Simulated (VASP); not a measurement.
Input of a VASP 6.6.1 run:

The input INCAR:

```
ALGO     = Normal         # electronic algorithm
EDIFF    = 1E-6           # SCF threshold, eV
ENCUT    = 1000           # plane-wave cutoff, eV
GGA      = PE             # functional
GGA_COMPAT= F            
ISIF     = 2              # what is computed and relaxed
ISMEAR   = -1             # smearing method
LASPH    = T              # aspherical terms in the spheres
LCHARG   = T              # write CHGCAR
LELF     = T              # ELF
LREAL    = Auto         
LVHAR    = T            
LWAVE    = F              # write WAVECAR
NBANDS   = 57             # bands
NELM     = 120            # most SCF steps
PREC     = Accurate       # precision mode
SIGMA    = 0.05           # smearing width, eV
```

File KPOINTS:

```
k-points
0
Gamma
  1 1 1
```

POSCAR

```
H6C3O
1.0
    7.6630940000      0.0000000000      0.0000000000
    0.0000000000      7.6630940000      0.0000000000
    0.0000000000      0.0000000000      7.6630940000
O C H
3 9 18
Direct
    0.1555507475      0.0825123638      0.5062707048
    0.6922791238      0.9948592566      0.5119864118
    0.8538718173      0.3987162365      0.4488134949
    0.2654019382      0.1285381597      0.4132273466
    0.7381874736      0.9431438529      0.3822346431
    0.9059265096      0.4244108189      0.3097312913
    0.2035470268      0.3473531709      0.8758211761
    0.3362740950      0.1974398330      0.9013200151
    0.4403443309      0.6832096801      0.2363927677
    0.3207712185      0.6441523489      0.3885375803
    0.9473980092      0.8104820325      0.9149176560
    0.7833128499      0.7242505442      0.8475949793
    0.2791822729      0.4658170708      0.8610882236
    0.1114693360      0.3371353660      0.7685668478
    0.1222613216      0.3452521919      0.9943111751
    0.2632357113      0.0773838870      0.9265056647
    0.4380476084      0.1785440711      0.8006557143
    0.4068983103      0.2164399915      1.0262564964
    0.4602449089      0.5647327307      0.1600397959
    0.3985204932      0.7919386086      0.1489607200
    0.5702526943      0.6933752868      0.2917098498
    0.3308324288      0.7383962666      0.4924512214
    0.1874699697      0.6256350242      0.3326593671
    0.3614075464      0.5122343534      0.4279733486
    0.9568589397      0.8252671832      1.0640741194
    1.0618165456      0.7241852964      0.8731199174
    0.9746585387      0.9406644366      0.8562337876
    0.8055884477      0.6984907141      0.7089695102
    0.7562089151      0.6008147623      0.9221862605
    0.6744534257      0.8137052736      0.8584391631
```

Potentials or basis: VASP PAW PBE potentials, release 64 (O_h, C_h, H_h).

Launch:

```sh
$ cat potpaw_PBE.64/O_h/POTCAR potpaw_PBE.64/C_h/POTCAR potpaw_PBE.64/H_h/POTCAR > POTCAR
$ mpirun -np 1 vasp_gam > vasp.out
```

(1) Estimate the largest force.

(2) What does it give for the pressure?

Answers

(1) 2.478 eV/Å.

(2) -0.4 GPa.

Caveat: the k points lie up to 0.82 Å⁻¹ apart, too coarse for converged energies, forces and pressures.
